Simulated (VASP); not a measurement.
# Pt: single point with BLYP

Pt:

```xyz
2
Lattice="2.8137 0.0000 0.0000 -1.4069 2.4368 0.0000 0.0000 0.0000 4.8960" Properties=species:S:1:pos:R:3 pbc="T T T"
Pt    0.0000    1.6245    1.2240
Pt    1.4069    0.8123    3.6720
```

This isn't the form of Pt at room conditions, which is fcc.

```
Program                : VASP 6.6.1
Task                   : single point
Functional             : BLYP
Potentials or basis    : VASP PAW PBE potentials, release 64 (Pt_sv_GW)
Cutoff                 : 570 eV
k mesh                 : 14 × 14 × 7
Occupations            : fermi-dirac, width 0.1 eV
Spin                   : no spin polarisation
Dipole correction      : no
Further INCAR settings : ALGO = Normal; EDIFF = 1e-06; NBANDS = 25
```

```json
{
  "Pressure": "-0.4 GPa",
  "Band gap on the k mesh": "zero (bands 18 and 19 overlap by 1.13 eV)"
}
```

Stress tensor (GPa, compression positive):
```
-0.19  0.00  0.00
 0.00 -0.19  0.00
 0.00  0.00 -0.69
```

Levels at points of the mesh, in eV from the Fermi level:
| k point | band 14 | band 15 | band 16 | band 17 | band 18 | band 19 | band 20 | band 21 | band 22 | band 23 |
| --- | --- | --- | --- | --- | --- | --- | --- | --- | --- | --- |
| (0.00, 0.00, 0.00) | -2.78 | -2.78 | -1.64 | -1.64 | -0.22 | -0.22 | -0.15 | 4.28 | 15.56 | 15.88 |
| (0.50, 0.00, 0.00) | -2.63 | -2.15 | -0.04 | 0.27 | 0.44 | 2.30 | 3.65 | 7.09 | 8.73 | 8.98 |

Wall time 33 s on 1 thread of Intel(R) Xeon(R) 6975P-C (Granite Rapids) (shared host), peak memory 0.21 GiB.

Caveat: the PAW data sets were made with another functional, which shifts forces and pressure a little; spin-orbit coupling is left out, which moves the levels of the heavy elements.
